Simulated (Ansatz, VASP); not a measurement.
MoS2: VASP beside Ansatz

```
Mo S
1.0
     3.22747    0.00000    0.00000
    -1.61373    2.79507    0.00000
     0.00000    0.00000    6.31247
Mo S
1 2
Direct
  0.00000 0.00000 0.50000
  0.33333 0.66667 0.25532
  0.66667 0.33333 0.74468
```

Alike in both runs: task single point; functional PBEsol; k mesh 11 × 11 × 5; occupations gaussian, width 0.1 eV; no spin polarisation.

```csv
,VASP,Ansatz
version,VASP 6.6.1,Ansatz 0.2.0
potentials or method,"VASP PAW PBE potentials, release 64 (Mo_sv, S), cutoff 520 eV","plane waves, PAW"
valence electrons in the cell,26,26
```

|  | VASP | Ansatz | Ansatz less VASP |
| --- | --- | --- | --- |
| pressure (GPa) | -3.4 | -3.4 | -0.01 |
| traceless stress, the component that is largest in VASP (GPa) | 2.47 | 2.45 | -0.020 |
| rms of the force components (eV/Å) | 0.011 | 0.008 | -0.0027 |

VASP's potentials were made for PBE, not for PBEsol. Atom by atom the forces differ by 0.003 eV/Å (rms over components).
